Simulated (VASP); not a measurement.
# In (Im-3m) in VASP: further runs

In is run at these levels: PBE; tasks: single point.

Program: VASP 6.6.1. These are calculated values, not measurements. Logs are shortened: lines on timing, memory, paths and dates and some standing lists are left out, and cuts for length are marked.

**1. The cell of the first run**

It takes space group Im-3m (No. 229, cubic). Conventional cell: a = 3.790 Å, b = 3.790 Å, c = 3.790 Å, α = 90.00°, β = 90.00°, γ = 90.00°. Within 4.3 Å of In (site symmetry m-3m) lie 14 In at 3.28 to 3.79 Å.

This isn't the form of In at room conditions, which is tetragonal.

**2. Single point, PBE**

The input, INCAR:

```
SYSTEM = In
PREC = Accurate
ENCUT = 520
EDIFF = 1E-6
ISMEAR = -1
SIGMA = 0.06122561905347299
LREAL = .FALSE.
LASPH = .TRUE.
NELM = 80
ALGO = Normal
ISIF = 2
LWAVE = .FALSE.
LCHARG = .FALSE.
GGA = PE
NBANDS = 12
```

The input, KPOINTS:

```
Automatic mesh
0
G
  40 40 40
  0 0 0
```

The input, POSCAR:

```
In
1.0
   -1.8947946394      1.8947946394      1.8947946394
    1.8947946394     -1.8947946394      1.8947946394
    1.8947946394      1.8947946394     -1.8947946394
In
1
Direct
    0.0000000000      0.0000000000      0.0000000000
```

Potentials or basis: VASP PAW PBE potentials, release 64 (In_d).

The run is started by

```
$ cat potpaw_PBE.64/In_d/POTCAR > POTCAR
$ mpirun -np 1 vasp_std > vasp.out
```

OUTCAR:

```text
SYSTEM = In
   PREC = Accurate
   ENCUT = 520
   EDIFF = 1E-6
   ISMEAR = -1
   LREAL = .FALSE.
   LASPH = .TRUE.
   NELM = 80
   ISIF = 2
   GGA = PE

 ion  position               nearest neighbor table
   1  0.000  0.000  0.000-

  LATTYP: Found a body centered cubic cell.
 ALAT       =     3.7895892788

  Lattice vectors:

 A1 = (  -1.8947946394,   1.8947946394,   1.8947946394)
 A2 = (   1.8947946394,  -1.8947946394,   1.8947946394)
 A3 = (   1.8947946394,   1.8947946394,  -1.8947946394)

Analysis of symmetry for initial positions (statically):
=====================================================================
 Subroutine PRICEL returns:
 Original cell was already a primitive cell.

 Routine SETGRP: Setting up the symmetry group for a
 body centered cubic supercell.

 Subroutine GETGRP returns: Found 48 space group operations
 (whereof 48 operations were pure point group operations)
 out of a pool of 48 trial point group operations.

The static configuration has the point symmetry O_h .

Analysis of symmetry for dynamics (positions and initial velocities):
=====================================================================
 Subroutine PRICEL returns:
 Original cell was already a primitive cell.

 Routine SETGRP: Setting up the symmetry group for a
 body centered cubic supercell.

 Subroutine GETGRP returns: Found 48 space group operations
 (whereof 48 operations were pure point group operations)
 out of a pool of 48 trial point group operations.

The dynamic configuration has the point symmetry O_h .

 Subroutine INISYM returns: Found 48 space group operations
 (whereof 48 operations are pure point group operations),
 and found     1 'primitive' translations

----------------------------------------------------------------------------------------

                                     Primitive cell

  volume of cell :      27.2111

  direct lattice vectors                    reciprocal lattice vectors
    -1.894794639  1.894794639  1.894794639     0.000000000  0.263880839  0.263880839
     1.894794639 -1.894794639  1.894794639     0.263880839  0.000000000  0.263880839
     1.894794639  1.894794639 -1.894794639     0.263880839  0.263880839  0.000000000

  length of vectors
     3.281880585  3.281880585  3.281880585     0.373183862  0.373183862  0.373183862

  position of ions in fractional coordinates (direct lattice)
     0.000000000  0.000000000  0.000000000

  ion indices of the primitive-cell ions
   primitive index   ion index
                 1           1

----------------------------------------------------------------------------------------

 KPOINTS: Automatic mesh

Automatic generation of k-mesh.
 Grid dimensions read from file:
 generate k-points for:   40   40   40

 Generating k-lattice:

  Cartesian coordinates                     Fractional coordinates (reciprocal lattice)
     0.000000000  0.006597021  0.006597021     0.025000000  0.000000000  0.000000000
     0.006597021  0.000000000  0.006597021     0.000000000  0.025000000  0.000000000
     0.006597021  0.006597021  0.000000000     0.000000000  0.000000000  0.025000000

  Length of vectors
     0.009329597  0.009329597  0.009329597

  Shift w.r.t. Gamma in fractional coordinates (k-lattice)
     0.000000000  0.000000000  0.000000000

 Subroutine IBZKPT returns following result:
 ===========================================

 Found   1661 irreducible k-points:

 Following reciprocal coordinates:
            Coordinates               Weight
  0.000000  0.000000  0.000000      1.000000
  0.025000  0.000000  0.000000     12.000000
  0.050000  0.000000  0.000000     12.000000
  0.075000  0.000000  0.000000     12.000000
  0.100000  0.000000  0.000000     12.000000
  0.125000  0.000000  0.000000     12.000000
[... 16 lines left out ...]
  0.050000  0.025000 -0.000000     48.000000
  0.075000  0.025000  0.000000     48.000000
 [... further k-points ...]
   k-points           NKPTS =   1661   k-points in BZ     NKDIM =   1661   number of bands    NBANDS=     12
   number of dos      NEDOS =    301   number of ions     NIONS =      1
   total plane-waves  NPLWV =  13824
   dimension x,y,z NGX =    24 NGY =   24 NGZ =   24
   dimension x,y,z NGXF=    48 NGYF=   48 NGZF=   48
   ions per type =               1
   NGX,Y,Z   is equivalent  to a cutoff of  12.16, 12.16, 12.16 a.u.
   NGXF,Y,Z  is equivalent  to a cutoff of  24.31, 24.31, 24.31 a.u.
 SYSTEM =  In
   PREC   = accura    normal or accurate (medium, high low for compatibility)
   ISTART =      0    job   : 0-new  1-cont  2-samecut
   ICHARG =      2    charge: 1-file 2-atom 10-const
   ISPIN  =      1    spin polarized calculation?
   LNONCOLLINEAR =      F non collinear calculations
   LSORBIT =      F    spin-orbit coupling
   LASPH  =      T    aspherical Exc in radial PAW
   ENCUT  =  520.0 eV  38.22 Ry    6.18 a.u.   6.10  6.10  6.10*2*pi/ulx,y,z
   NELM   =     80;   NELMIN=  2; NELMDL= -5     # of ELM steps
   EDIFF  = 0.1E-05   stopping-criterion for ELM
   LREAL  =      F    real-space projection
   EDIFFG = 0.1E-04   stopping-criterion for IOM
   NSW    =      0    number of steps for IOM
   IBRION =     -1    ionic relax: 0-MD 1-quasi-New 2-CG
   NFREE  =      0    steps in history (QN), initial steepest desc. (CG)
   ISIF   =      2    stress and relaxation
   ISYM   =      2    0-nonsym 1-usesym 2-fastsym
   POTIM  = 0.5000    time-step for ionic-motion
   TEBEG  =    0.0;   TEEND  =   0.0 temperature during run
   PSTRESS=    0.0 pullay stress
   NELECT =      13.0000    total number of electrons
   NUPDOWN=      -1.0000    fix difference up-down
   EMIN   =  10.00;   EMAX   =-10.00  energy-range for DOS
   EFERMI =   0.00;   METHOD = LEGACY
   ISMEAR =    -1;   SIGMA  =   0.06  broadening in eV -4-tet -1-fermi 0-gaus
   EFERMI_NEDOS =   21; number of points for ismear=-14 and -15
   IALGO  =     38    algorithm
   IMIX   =      4    mixing-type and parameters
     AMIX     =   0.40;   BMIX     =  1.00
     AMIX_MAG =   1.60;   BMIX_MAG =  1.00
  volume/ion in A,a.u.               =      27.21       183.63
  Fermi-wavevector in a.u.,A,eV,Ry     =   1.279795  2.418462 22.284652  1.637876
  Thomas-Fermi vector in A             =   2.412260
   LORBIT       =      0    0 simple, 1 ext, 2 COOP (PROOUT), +10 PAW based schemes
   GGA     = PE    functional components
   LHFCALC =     F    Hartree Fock is set to
   AEXX    =    0.0000 exact exchange contribution
   IVDW    =     0    specifies the selected vdW correction
   LEPSILON=     F    determine dielectric tensor
   LRPA    =     F    only Hartree local field effects (RPA)
 non-spin polarized calculation
  energy-cutoff  :      520.00
  volume of cell :       27.21
 maximum number of plane-waves:       751
   NGX = 13   NGY = 13   NGZ = 13

 number of electron      13.0000014 magnetization

 Free energy of the ion-electron system (eV)
  ---------------------------------------------------
  ext. energy  EPLUGINS =         0.00000000
  ---------------------------------------------------
  free energy    TOTEN  =        -2.55109778 eV

  energy without entropy =       -2.54518865  energy(sigma->0) =       -2.54814322

 E-fermi :   7.0885     XC(G=0): -10.0696

 val. band max:        7.0880780884   @ k =  -0.3750   0.3750   0.1000
 cond. band min:       7.0887240887   @ k =  -0.4750   0.5000   0.3500
 fundamental gap:      0.0006460003
 Fermi energy:         7.0884573507

 k-point     1 :       0.0000    0.0000    0.0000
  band No.  band energies     occupation
      1      -7.5549      2.00000
      2      -7.5549      2.00000
      3      -7.5549      2.00000
      4      -7.3038      2.00000
      5      -7.3038      2.00000
      6      -2.1867      2.00000
      7      17.7762      0.00000
      8      17.7762      0.00000
      9      17.7762      0.00000
     10      19.9727      0.00000
     11      19.9727      0.00000
     12      19.9727      0.00000

 k-point     2 :       0.0250    0.0000    0.0000
  band No.  band energies     occupation
      1      -7.5555      2.00000
      2      -7.5543      2.00000
      3      -7.5526      2.00000
      4      -7.3045      2.00000
      5      -7.3039      2.00000
      6      -2.1727      2.00000
      7      17.6226      0.00000
      8      17.7000      0.00000
      9      17.7451      0.00000
     10      19.7901      0.00000
     11      19.8990      0.00000
     12      19.9416      0.00000

 k-point     3 :       0.0500    0.0000    0.0000
  band No.  band energies     occupation
      1      -7.5574      2.00000
      2      -7.5525      2.00000
      3      -7.5455      2.00000
      4      -7.3065      2.00000
      5      -7.3040      2.00000
      6      -2.1307      2.00000
      7      17.1830      0.00000
      8      17.4901      0.00000
      9      17.6509      0.00000
     10      19.4566      0.00000
     11      19.7132      0.00000
     12      19.8750      0.00000
[... 286 lines left out ...]
 k-point    23 :       0.0500    0.0250   -0.0000
  band No.  band energies     occupation
      1      -7.5580      2.00000
      2      -7.5525      2.00000
      3      -7.5379      2.00000
      4      -7.3085      2.00000
      5      -7.3041      2.00000
      6      -2.0885      2.00000
      7      16.8194      0.00000
      8      17.2853      0.00000
      9      17.5030      0.00000
     10      19.2937      0.00000
     11      19.5181      0.00000
     12      19.9117      0.00000

 k-point    24 :       0.0750    0.0250    0.0000
  band No.  band energies     occupation
      1      -7.5615      2.00000
      2      -7.5493      2.00000
      3      -7.5240      2.00000
      4      -7.3122      2.00000
      5      -7.3042      2.00000
      6      -2.0041      2.00000
      7      16.1251      0.00000
      8      16.9219      0.00000
      9      17.3033      0.00000
     10      19.0468      0.00000
     11      19.3414      0.00000
     12      19.8525      0.00000

 [... further k-points ...]

------------------------ aborting loop because EDIFF is reached ----------------------------------------

  FORCE on cell =-STRESS in cart. coord.  units (eV):
  Direction    XX          YY          ZZ          XY          YZ          ZX
  --------------------------------------------------------------------------------------
  -------------------------------------------------------------------------------------
  Total        0.1200646      0.1200646      0.1200646      0.0000000      0.0000000     -0.0000000
  in kB        7.0693458      7.0693458      7.0693458      0.0000000      0.0000000     -0.0000000
  external PRESSURE =       7.0693458 kB  Pullay stress =       0.0000000 kB

 VOLUME and BASIS-vectors are now :
 -----------------------------------------------------------------------------
  energy-cutoff  :      520.00
  volume of cell :       27.21
      direct lattice vectors                 reciprocal lattice vectors
    -1.894794639  1.894794639  1.894794639     0.000000000  0.263880839  0.263880839
     1.894794639 -1.894794639  1.894794639     0.263880839  0.000000000  0.263880839
     1.894794639  1.894794639 -1.894794639     0.263880839  0.263880839  0.000000000

 POSITION                                       TOTAL-FORCE (eV/Angst)
 -----------------------------------------------------------------------------------
      0.00000      0.00000      0.00000        -0.000000     -0.000000      0.000000
 -----------------------------------------------------------------------------------
    total drift:                                0.000000      0.000000      0.000000

  FREE ENERGIE OF THE ION-ELECTRON SYSTEM (eV)
  ---------------------------------------------------
  free  energy   TOTEN  =        -2.5510977847 eV

  energy  without entropy=       -2.5451886544  energy(sigma->0) =       -2.54814322
```

Wall time 1.9 min (1 thread of Intel Xeon 6975P-C (Granite Rapids), shared host); peak memory 0.57 GiB.

What came out:

| Quantity | Value |
| --- | --- |
| Free energy | -2.5511 eV |
| Pressure | 0.7 GPa |
| Band gap on the k mesh | zero (an odd number of electrons rules out a gap without spin polarisation) |

Levels at points of the mesh, in eV from the Fermi level:
| k point | band 2 | band 3 | band 4 | band 5 | band 6 | band 7 | band 8 | band 9 | band 10 | band 11 |
| --- | --- | --- | --- | --- | --- | --- | --- | --- | --- | --- |
| (0.00, 0.00, 0.00) | -14.64 | -14.64 | -14.39 | -14.39 | -9.28 | 10.69 | 10.69 | 10.69 | 12.88 | 12.88 |
| (0.50, 0.00, 0.00) | -14.67 | -14.41 | -14.39 | -14.24 | -3.92 | -3.03 | 5.74 | 7.19 | 9.88 | 9.90 |
| (0.50, 0.50, 0.50) | -14.74 | -14.27 | -14.27 | -14.27 | 0.76 | 1.26 | 1.26 | 1.26 | 5.21 | 5.21 |

Caveat: spin-orbit coupling is left out, which moves the levels of the heavy elements.

**3. Single point, PBE**

This run uses another cell than the first one, of 27.77 Å³/atom.

The input, INCAR:

```
SYSTEM = In
PREC = Accurate ; ENCUT = 520
EDIFF = 1E-7 ; ISMEAR = -1
SIGMA = 0.06122561905347299 ; LREAL = .False.
LASPH = .True. ; NELM = 100
ALGO = Normal ; ISIF = 2
LWAVE = .False. ; LCHARG = .False.
GGA = PE ; NBANDS = 12
```

The input, KPOINTS:

```
Automatic mesh
0
Gamma
  40 40 40
  0 0 0
```

The input, POSCAR:

```
In
1.0
   -1.9075976943      1.9075976943      1.9075976943
    1.9075976943     -1.9075976943      1.9075976943
    1.9075976943      1.9075976943     -1.9075976943
In
1
Direct
    0.0000000000      0.0000000000      0.0000000000
```

Potentials or basis: VASP PAW PBE potentials, release 64 (In_d).

The run is started by

```
$ cat potpaw_PBE.64/In_d/POTCAR > POTCAR
$ mpirun -np 1 vasp_std > vasp.out
```

Run time: 3.5 min. Hardware: 1 thread of Intel Xeon 6975P-C (Granite Rapids), shared host; peak memory 0.6 GiB.

It converged, with:

```
Free energy            : -2.5525 eV
Pressure               : 0.0 GPa
Band gap on the k mesh : zero (an odd number of electrons rules out a gap without spin polarisation)
```

Levels at points of the mesh, in eV from the Fermi level:
```
           k point  band 4  band 5  band 6  band 7  band 8  band 9
(0.00, 0.00, 0.00)  -14.38  -14.38   -9.14   10.47   10.47   10.47
(0.50, 0.00, 0.00)  -14.39  -14.24   -3.92   -2.95    5.65    7.11
(0.50, 0.50, 0.50)  -14.27  -14.27    0.62    1.26    1.26    1.26
```

Caveat: spin-orbit coupling is left out, which moves the levels of the heavy elements.
